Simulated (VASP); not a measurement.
# As (R-3m) in VASP: notebook

Runs on As. Level: PBE. Tasks: single point.

Program: VASP 6.6.1. These are calculated values, not measurements. Logs are shortened: lines on timing, memory, paths and dates and some standing lists are left out, and cuts for length are marked.

## (1) The cell of the first run

It takes space group R-3m (No. 166, trigonal). Conventional cell: a = 3.770 Å, b = 3.770 Å, c = 9.984 Å, α = 90.00°, β = 90.00°, γ = 120.00°. Within 3.3 Å of As (site symmetry 3m) lie 6 As at 2.53 to 2.98 Å.

## (2) Single point, PBE (volume scaled by 0.9)

Input file INCAR:

```
  PREC = Accurate
  ENCUT = 520
  EDIFF = 1E-6
  ISMEAR = -1
  SIGMA = 0.1
  LREAL = F
  LASPH = T
  NELM = 80
  ALGO = Normal
  ISIF = 2
  LWAVE = F
  LCHARG = F
  GGA = PE
  NBANDS = 12
```

Input file KPOINTS:

```
regular mesh
0
Gamma
  14 14 14
```

Input file POSCAR:

```
As
1.0
    1.8852120817     -1.0884277028      3.3281428432
    0.0000000000      2.1768554057      3.3281428431
   -1.8852120817     -1.0884277028      3.3281428432
As
2
Direct
    0.2312937003      0.2312937003      0.2312937003
   -0.2312937003     -0.2312937003     -0.2312937003
```

Potentials or basis: VASP PAW PBE potentials, release 64 (As).

Command:

```bash
$ cat potpaw_PBE.64/As/POTCAR > POTCAR
$ mpirun -np 1 vasp_std > vasp.out
```

OUTCAR:

```text
PREC = Accurate
   ENCUT = 520
   EDIFF = 1E-6
   ISMEAR = -1
   LREAL = F
   LASPH = T
   NELM = 80
   ISIF = 2
   GGA = PE

 ion  position               nearest neighbor table
   1  0.231  0.231  0.231-   2 2.53   2 2.53   2 2.53
   2  0.769  0.769  0.769-   1 2.53   1 2.53   1 2.53

  LATTYP: Found a trigonal (rhomboedric) cell.
 ALAT       =     3.9768372159
 COS(alpha) =     0.5505568190

  Lattice vectors:

 A1 = (   1.8852120817,  -1.0884277028,   3.3281428432)
 A2 = (   0.0000000000,   2.1768554057,   3.3281428431)
 A3 = (  -1.8852120817,  -1.0884277028,   3.3281428432)

Analysis of symmetry for initial positions (statically):
=====================================================================
 Subroutine PRICEL returns:
 Original cell was already a primitive cell.

 Routine SETGRP: Setting up the symmetry group for a
 trigonal (rhombohedral) supercell.

 Subroutine GETGRP returns: Found 12 space group operations
 (whereof 12 operations were pure point group operations)
 out of a pool of 12 trial point group operations.

The static configuration has the point symmetry D_3d.

Analysis of symmetry for dynamics (positions and initial velocities):
=====================================================================
 Subroutine PRICEL returns:
 Original cell was already a primitive cell.

 Routine SETGRP: Setting up the symmetry group for a
 trigonal (rhombohedral) supercell.

 Subroutine GETGRP returns: Found 12 space group operations
 (whereof 12 operations were pure point group operations)
 out of a pool of 12 trial point group operations.

The dynamic configuration has the point symmetry D_3d.

 Subroutine INISYM returns: Found 12 space group operations
 (whereof 12 operations are pure point group operations),
 and found     1 'primitive' translations

----------------------------------------------------------------------------------------

                                     Primitive cell

  volume of cell :      40.9744

  direct lattice vectors                    reciprocal lattice vectors
     1.885212082 -1.088427703  3.328142843     0.265222149 -0.153126079  0.100155958
     0.000000000  2.176855406  3.328142843     0.000000000  0.306252158  0.100155958
    -1.885212082 -1.088427703  3.328142843    -0.265222149 -0.153126079  0.100155958

  length of vectors
     3.976837216  3.976837216  3.976837216     0.322213594  0.322213594  0.322213594

  position of ions in fractional coordinates (direct lattice)
     0.231293700  0.231293700  0.231293700
     0.768706300  0.768706300  0.768706300

  ion indices of the primitive-cell ions
   primitive index   ion index
                 1           1
                 2           2

----------------------------------------------------------------------------------------

 KPOINTS: regular mesh

Automatic generation of k-mesh.
 Grid dimensions read from file:
 generate k-points for:   14   14   14

 Generating k-lattice:

  Cartesian coordinates                     Fractional coordinates (reciprocal lattice)
     0.018944439 -0.010937577  0.007153997     0.071428571  0.000000000  0.000000000
     0.000000000  0.021875154  0.007153997     0.000000000  0.071428571  0.000000000
    -0.018944439 -0.010937577  0.007153997     0.000000000  0.000000000  0.071428571

  Length of vectors
     0.023015257  0.023015257  0.023015257

  Shift w.r.t. Gamma in fractional coordinates (k-lattice)
     0.000000000  0.000000000  0.000000000

 Subroutine IBZKPT returns following result:
 ===========================================

 Found    288 irreducible k-points:

 Following reciprocal coordinates:
            Coordinates               Weight
  0.000000  0.000000  0.000000      1.000000
  0.071429  0.000000  0.000000      6.000000
  0.142857  0.000000  0.000000      6.000000
  0.214286  0.000000  0.000000      6.000000
  0.285714  0.000000  0.000000      6.000000
  0.357143  0.000000  0.000000      6.000000
[... 16 lines left out ...]
  0.214286  0.142857  0.000000     12.000000
  0.285714  0.142857  0.000000     12.000000
 [... further k-points ...]
   k-points           NKPTS =    288   k-points in BZ     NKDIM =    288   number of bands    NBANDS=     12
   number of dos      NEDOS =    301   number of ions     NIONS =      2
   total plane-waves  NPLWV =  27000
   dimension x,y,z NGX =    30 NGY =   30 NGZ =   30
   dimension x,y,z NGXF=    60 NGYF=   60 NGZF=   60
   ions per type =               2
   NGX,Y,Z   is equivalent  to a cutoff of  12.54, 12.54, 12.54 a.u.
   NGXF,Y,Z  is equivalent  to a cutoff of  25.08, 25.08, 25.08 a.u.
 SYSTEM =  unknown system
   PREC   = accura    normal or accurate (medium, high low for compatibility)
   ISTART =      0    job   : 0-new  1-cont  2-samecut
   ICHARG =      2    charge: 1-file 2-atom 10-const
   ISPIN  =      1    spin polarized calculation?
   LNONCOLLINEAR =      F non collinear calculations
   LSORBIT =      F    spin-orbit coupling
   LASPH  =      T    aspherical Exc in radial PAW
   ENCUT  =  520.0 eV  38.22 Ry    6.18 a.u.   7.39  7.39  7.39*2*pi/ulx,y,z
   NELM   =     80;   NELMIN=  2; NELMDL= -5     # of ELM steps
   EDIFF  = 0.1E-05   stopping-criterion for ELM
   LREAL  =      F    real-space projection
   EDIFFG = 0.1E-04   stopping-criterion for IOM
   NSW    =      0    number of steps for IOM
   IBRION =     -1    ionic relax: 0-MD 1-quasi-New 2-CG
   NFREE  =      0    steps in history (QN), initial steepest desc. (CG)
   ISIF   =      2    stress and relaxation
   ISYM   =      2    0-nonsym 1-usesym 2-fastsym
   POTIM  = 0.5000    time-step for ionic-motion
   TEBEG  =    0.0;   TEEND  =   0.0 temperature during run
   PSTRESS=    0.0 pullay stress
   NELECT =      10.0000    total number of electrons
   NUPDOWN=      -1.0000    fix difference up-down
   EMIN   =  10.00;   EMAX   =-10.00  energy-range for DOS
   EFERMI =   0.00;   METHOD = LEGACY
   ISMEAR =    -1;   SIGMA  =   0.10  broadening in eV -4-tet -1-fermi 0-gaus
   EFERMI_NEDOS =   21; number of points for ismear=-14 and -15
   IALGO  =     38    algorithm
   IMIX   =      4    mixing-type and parameters
     AMIX     =   0.40;   BMIX     =  1.00
     AMIX_MAG =   1.60;   BMIX_MAG =  1.00
  volume/ion in A,a.u.               =      20.49       138.25
  Fermi-wavevector in a.u.,A,eV,Ry     =   1.023066  1.933315 14.240740  1.046665
  Thomas-Fermi vector in A             =   2.156780
   LORBIT       =      0    0 simple, 1 ext, 2 COOP (PROOUT), +10 PAW based schemes
   GGA     = PE    functional components
   LHFCALC =     F    Hartree Fock is set to
   AEXX    =    0.0000 exact exchange contribution
   IVDW    =     0    specifies the selected vdW correction
   LEPSILON=     F    determine dielectric tensor
   LRPA    =     F    only Hartree local field effects (RPA)
 non-spin polarized calculation
  energy-cutoff  :      520.00
  volume of cell :       40.97
 maximum number of plane-waves:      1115
 NGX is ok and might be reduce to    30
   NGX = 15   NGY = 15   NGZ = 15

 number of electron      10.0000000 magnetization

 Free energy of the ion-electron system (eV)
  ---------------------------------------------------
  ext. energy  EPLUGINS =         0.00000000
  ---------------------------------------------------
  free energy    TOTEN  =        -9.29151319 eV

  energy without entropy =       -9.28522032  energy(sigma->0) =       -9.28836676

 E-fermi :   5.9776     XC(G=0): -10.2206

 val. band max:        5.9442271162   @ k =   0.4286   0.0714   0.0714
 cond. band min:       6.0779923118   @ k =  -0.4286   0.5000   0.4286
 fundamental gap:      0.1337651957
 Fermi energy:         5.9775990620

 k-point     1 :       0.0000    0.0000    0.0000
  band No.  band energies     occupation
      1      -9.3129      2.00000
      2       0.5074      2.00000
      3       3.5499      2.00000
      4       3.8461      2.00000
      5       3.8461      2.00000
      6       8.1984      0.00000
      7       9.1685      0.00000
      8       9.1685      0.00000
      9      12.3685      0.00000
     10      12.3685      0.00000
     11      12.7664      0.00000
     12      14.4505      0.00000

 k-point     2 :       0.0714    0.0000    0.0000
  band No.  band energies     occupation
      1      -9.2427      2.00000
      2       0.1840      2.00000
      3       3.5760      2.00000
      4       3.8146      2.00000
      5       3.9335      2.00000
      6       8.2432      0.00000
      7       9.0016      0.00000
      8       9.0368      0.00000
      9      12.0053      0.00000
     10      12.3103      0.00000
     11      12.4634      0.00000
     12      14.9567      0.00000

 k-point     3 :       0.1429    0.0000    0.0000
  band No.  band energies     occupation
      1      -9.0329      2.00000
      2      -0.6143      2.00000
      3       3.5443      2.00000
      4       3.7328      2.00000
      5       4.2000      2.00000
      6       8.1614      0.00000
      7       8.6020      0.00000
      8       8.6484      0.00000
      9      11.5955      0.00000
     10      12.2787      0.00000
     11      12.4752      0.00000
     12      16.1150      0.00000

 k-point     4 :       0.2143    0.0000    0.0000
  band No.  band energies     occupation
      1      -8.6855      2.00000
      2      -1.6393      2.00000
      3       3.4948      2.00000
      4       3.6298      2.00000
      5       4.5007      2.00000
      6       7.7316      0.00000
      7       8.0466      0.00000
      8       8.1092      0.00000
      9      11.8283      0.00000
     10      12.4845      0.00000
     11      13.0580      0.00000
     12      17.5891      0.00000

 k-point     5 :       0.2857    0.0000    0.0000
  band No.  band energies     occupation
      1      -8.2051      2.00000
      2      -2.7407      2.00000
      3       3.4841      2.00000
      4       3.5342      2.00000
      5       4.7739      1.99999
      6       7.1668      0.00001
      7       7.3799      0.00000
      8       7.5699      0.00000
      9      12.4888      0.00000
     10      13.2187      0.00000
     11      13.9876      0.00000
     12      18.9809      0.00000
[... 228 lines left out ...]
      1      -9.1214      2.00000
      2      -0.2542      2.00000
      3       3.3869      2.00000
      4       3.8338      2.00000
      5       4.1287      2.00000
      6       8.2253      0.00000
      7       8.4635      0.00000
      8       9.1406      0.00000
      9      11.5501      0.00000
     10      12.2228      0.00000
     11      12.7563      0.00000
     12      14.8989      0.00000

 k-point    22 :       0.1429    0.1429    0.0000
  band No.  band energies     occupation
      1      -8.9610      2.00000
      2      -0.6962      2.00000
      3       2.8896      2.00000
      4       3.2533      2.00000
      5       5.2105      1.99907
      6       7.1035      0.00003
      7       8.5999      0.00000
      8       9.6848      0.00000
      9      11.5278      0.00000
     10      12.8766      0.00000
     11      13.2910      0.00000
     12      15.0088      0.00000

 k-point    23 :       0.2143    0.1429    0.0000
  band No.  band energies     occupation
      1      -8.7186      2.00000
      2      -1.2720      2.00000
      3       2.5995      2.00000
      4       3.0403      2.00000
      5       5.1218      1.99962
      6       7.0446      0.00005
      7       8.6693      0.00000
      8       9.6753      0.00000
      9      11.1953      0.00000
     10      13.3051      0.00000
     11      13.9165      0.00000
     12      15.5382      0.00000

 k-point    24 :       0.2857    0.1429    0.0000
  band No.  band energies     occupation
      1      -8.3420      2.00000
      2      -2.0993      2.00000
      3       2.3968      2.00000
      4       2.8542      2.00000
      5       4.6720      2.00000
      6       7.3504      0.00000
      7       8.7902      0.00000
      8       9.3048      0.00000
      9      10.8649      0.00000
     10      14.0631      0.00000
     11      14.6232      0.00000
     12      16.6990      0.00000

 [... further k-points ...]
[... 5 lines left out ...]
  --------------------------------------------------------------------------------------
  -------------------------------------------------------------------------------------
  Total        1.2377353      1.2377353      1.2194143      0.0000000     -0.0000000      0.0000000
  in kB       48.3977695     48.3977695     47.6813858      0.0000000     -0.0000000      0.0000000
  external PRESSURE =      48.1589749 kB  Pullay stress =       0.0000000 kB

 VOLUME and BASIS-vectors are now :
 -----------------------------------------------------------------------------
  energy-cutoff  :      520.00
  volume of cell :       40.97
      direct lattice vectors                 reciprocal lattice vectors
     1.885212082 -1.088427703  3.328142843     0.265222149 -0.153126079  0.100155958
     0.000000000  2.176855406  3.328142843     0.000000000  0.306252158  0.100155958
    -1.885212082 -1.088427703  3.328142843    -0.265222149 -0.153126079  0.100155958

 POSITION                                       TOTAL-FORCE (eV/Angst)
 -----------------------------------------------------------------------------------
      0.00000      0.00000      2.30934         0.000000      0.000000      0.047084
      0.00000      0.00000      7.67509         0.000000     -0.000000     -0.047084
 -----------------------------------------------------------------------------------
    total drift:                                0.000000     -0.000000      0.000000

  FREE ENERGIE OF THE ION-ELECTRON SYSTEM (eV)
  ---------------------------------------------------
  free  energy   TOTEN  =        -9.2915131935 eV

  energy  without entropy=       -9.2852203237  energy(sigma->0) =       -9.28836676
```

It took 68 s on 1 thread of AMD EPYC 9R45 (Zen 5), shared host; peak memory 0.23 GiB.

What came out:

- Free energy: -9.2915 eV
- Pressure: 4.8 GPa
- Largest force: 0.047 eV/Å
- Band gap on the k mesh: zero (band 5 reaches 6.15 eV, above the bottom of band 6 at 5.68 eV)

Forces in eV/Å, atoms in the order of the input:
```
As   0.000  0.000  0.047
As   0.000  0.000 -0.047
```

Caveat: the cell differs from its parent crystal (volume scaled by 0.9).

## (3) Single point, PBE (volume scaled by 0.9)

Input file INCAR:

```
SYSTEM = As
ALGO     = Normal         ! electronic algorithm
EDIFF    = 1E-7           ! SCF threshold, eV
ENCUT    = 520            ! plane-wave cutoff, eV
GGA      = PE             ! functional
ISIF     = 2              ! what is computed and relaxed
ISMEAR   = -1             ! smearing method
LASPH    = .TRUE.         ! aspherical terms in the spheres
LCHARG   = .TRUE.         ! write CHGCAR
LELF     = .TRUE.         ! ELF
LREAL    = .FALSE.        ! projectors in reciprocal space
LVHAR    = .TRUE.       
LWAVE    = .FALSE.        ! write WAVECAR
NBANDS   = 12             ! bands
NELM     = 100            ! most SCF steps
PREC     = Accurate       ! precision mode
SIGMA    = 0.1            ! smearing width, eV
```

Input file KPOINTS:

```
k-points
0
G
  14 14 14
  0 0 0
```

POSCAR is that of step 2.

Potentials or basis: VASP PAW PBE potentials, release 64 (As).

Command:

```bash
$ cat potpaw_PBE.64/As/POTCAR > POTCAR
$ mpirun -np 1 vasp_std > vasp.out
```

Wall time 71 s (1 thread of AMD EPYC 9R45 (Zen 5), shared host); peak memory 0.23 GiB.

Results (log left out):

| Property | Result |
| --- | --- |
| Free energy | -9.2915 eV |
| Pressure | 4.8 GPa |
| Largest force | 0.047 eV/Å |
| Band gap on the k mesh | zero (band 5 reaches 6.15 eV, above the bottom of band 6 at 5.68 eV) |

Forces on the atoms (eV/Å):
```
As   0.000  0.000  0.047
As   0.000  0.000 -0.047
```

Levels at points of the mesh, in eV from the Fermi level:
```csv
k point,band 1,band 2,band 3,band 4,band 5,band 6,band 7,band 8,band 9,band 10
"(0.00, 0.00, 0.00)",-15.29,-5.47,-2.43,-2.13,-2.13,2.22,3.19,3.19,6.39,6.39
"(0.50, 0.00, 0.00)",-12.38,-11.42,-2.57,-2.37,-0.31,-0.30,0.24,0.77,9.55,10.06
"(0.50, 0.50, 0.00)",-12.33,-9.53,-6.50,-4.48,-4.40,1.59,5.82,6.75,7.89,10.71
"(0.50, 0.50, 0.50)",-13.49,-10.55,-1.74,-1.74,-0.61,0.26,0.26,1.53,8.63,10.83
```

Caveat: the cell differs from its parent crystal (volume scaled by 0.9).

## (4) Single point, PBE

This run uses another cell than the first one, of 22.76 Å³/atom, 1.111 times its volume.

Input file INCAR:

```
PREC = Accurate
ENCUT = 520
EDIFF = 1E-7
ISMEAR = -1
SIGMA = 0.1
LREAL = F
LASPH = T
NELM = 80
ALGO = Normal
ISIF = 2
LWAVE = F
LCHARG = F
GGA = PE
NBANDS = 12
```

Input file KPOINTS:

```
Automatic mesh
0
Gamma
  14 14 14
```

Input file POSCAR:

```
As
1.0
    1.9023145837     -1.0983018370      3.6317437880
    0.0000000000      2.1966036740      3.6317437880
   -1.9023145837     -1.0983018370      3.6317437880
As
2
Direct
    0.2259304507      0.2259304507      0.2259304507
   -0.2259304507     -0.2259304507     -0.2259304507
```

Command:

```bash
$ cat potpaw_PBE.64/As/POTCAR > POTCAR
$ mpirun -np 1 vasp_std > vasp.out
```

It took 69 s on 1 thread of AMD EPYC 9R45 (Zen 5), shared host; peak memory 0.24 GiB.

The run converged. Its results:

- Free energy: -9.3457 eV
- Pressure: 0.2 GPa
- Largest force: 0.049 eV/Å
- Band gap on the k mesh: zero (band 5 reaches 4.99 eV, above the bottom of band 6 at 4.60 eV)

Forces on the atoms (eV/Å):
```
As   0.000  0.000  0.049
As   0.000  0.000 -0.049
```

Stress tensor (GPa, compression positive):
```
0.27 0.00 0.00
0.00 0.27 0.00
0.00 0.00 0.19
```

Levels at points of the mesh, in eV from the Fermi level:
| k point | band 1 | band 2 | band 3 | band 4 | band 5 | band 6 | band 7 | band 8 | band 9 | band 10 |
| --- | --- | --- | --- | --- | --- | --- | --- | --- | --- | --- |
| (0.00, 0.00, 0.00) | -14.71 | -6.23 | -2.56 | -1.96 | -1.96 | 1.48 | 2.69 | 2.69 | 6.90 | 6.90 |
| (0.50, 0.00, 0.00) | -12.15 | -10.92 | -2.90 | -2.81 | -0.57 | -0.38 | 0.31 | 1.41 | 8.60 | 8.66 |
| (0.50, 0.50, 0.00) | -12.14 | -9.74 | -5.74 | -4.06 | -3.93 | 1.50 | 4.99 | 6.54 | 6.61 | 10.32 |
| (0.50, 0.50, 0.50) | -13.62 | -9.82 | -1.72 | -1.72 | -0.71 | 0.83 | 0.83 | 1.64 | 7.76 | 10.09 |
